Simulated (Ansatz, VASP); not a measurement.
ZnAu: VASP beside Ansatz

Contents of INCAR:

```
PREC = Accurate ; ENCUT = 520
EDIFF = 1E-8 ; ISMEAR = -1
SIGMA = 0.05 ; LREAL = F
LASPH = T ; NELM = 60
ALGO = Normal ; ISIF = 2
LWAVE = F ; LCHARG = F
GGA = PE ; LEFG = T
NBANDS = 18
```

KPOINTS

```
Automatic mesh
0
Gamma
  13 13 13
```

The input POSCAR:

```
ZnAu
1.0
    3.0833039754      0.0000000000      0.0000000000
    0.0000000000      3.0833039754      0.0000000000
    0.0000000000      0.0000000000      3.0833039754
Zn Au
1 1
Direct
    0.5000000000      0.5000000000      0.5000000000
    0.0000000000      0.0000000000      0.0000000000
```

Input for Ansatz:

```yaml
crystal:
  lattice:
    - [3.0833039754, 0.0, 0.0]
    - [0.0, 3.0833039754, 0.0]
    - [0.0, 0.0, 3.0833039754]
  atoms:
    - { symbol: Zn, position: [0.5, 0.5, 0.5] }
    - { symbol: Au, position: [0.0, 0.0, 0.0] }
kpoints:
  mp_grid: { grid: [13, 13, 13] }
scf:
  occupations: { method: fermi_dirac, width: 0.05 }
hamiltonian:
  xc: pbe
  pseudopotentials: { kind: paw }
output:
  forces: true
  stress: true
  eigenvalues: true
  efg: { contact_densities: true }
```

Change from the starting cell: volume scaled by 0.9405, PAW files.

Alike in both runs: task electric field gradients; functional PBE; k mesh 13 × 13 × 13; occupations fermi-dirac, width 0.05 eV; no spin polarisation.

```csv
,VASP,Ansatz
version,VASP 6.6.1,Ansatz 0.2.0
potentials or method,"VASP PAW PBE potentials, release 64 (Zn, Au)","PAW with Ansatz's default frozen-core files, scalar-relativistic"
plane-wave cutoff (eV),520,420
valence electrons in the cell,23,31
```

VASP gave:

| Quantity | Value |
| --- | --- |
| pressure (GPa) | 15.3 |

Problem. What did Ansatz give for the same quantities?

Solution. Pressure (GPa): 15.2.

VASP's potentials hold 23 valence electrons a cell and Ansatz's 31, so a difference there can come from the potentials and not from the codes.

Spin-orbit coupling is off throughout.
